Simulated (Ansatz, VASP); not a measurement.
**One calculation of Os, two programs**

```
Os
1.0
     2.73410    0.00000    0.00000
    -1.36705    2.36780    0.00000
     0.00000    0.00000    4.31970
Os
2
Direct
  0.66667 0.33333 0.75000
  0.33333 0.66667 0.25000
```

Alike in both runs: task relaxation of cell and atoms; functional revPBE; dispersion D4; k mesh 11 × 11 × 6; occupations fermi-dirac, width 0.05 eV; no spin polarisation.

```csv
,VASP,Ansatz
version,VASP 6.6.1,Ansatz 0.2.0
potentials or method,"VASP PAW PBE potentials, release 64 (Os), cutoff 600 eV","all-electron LAPW, scalar-relativistic"
```

|  | VASP | Ansatz | Ansatz less VASP |
| --- | --- | --- | --- |
| relaxed volume (Å³/atom) | 13.99 | 13.99 | -0.004 |
| relaxed cell length with the largest relative difference (Å) | 2.734 | 2.734 | -0.0007 |

VASP's potentials were made for PBE, not for revPBE. Ansatz ran all-electron here, and VASP with PAW potentials.

Neither program's run includes spin-orbit coupling.
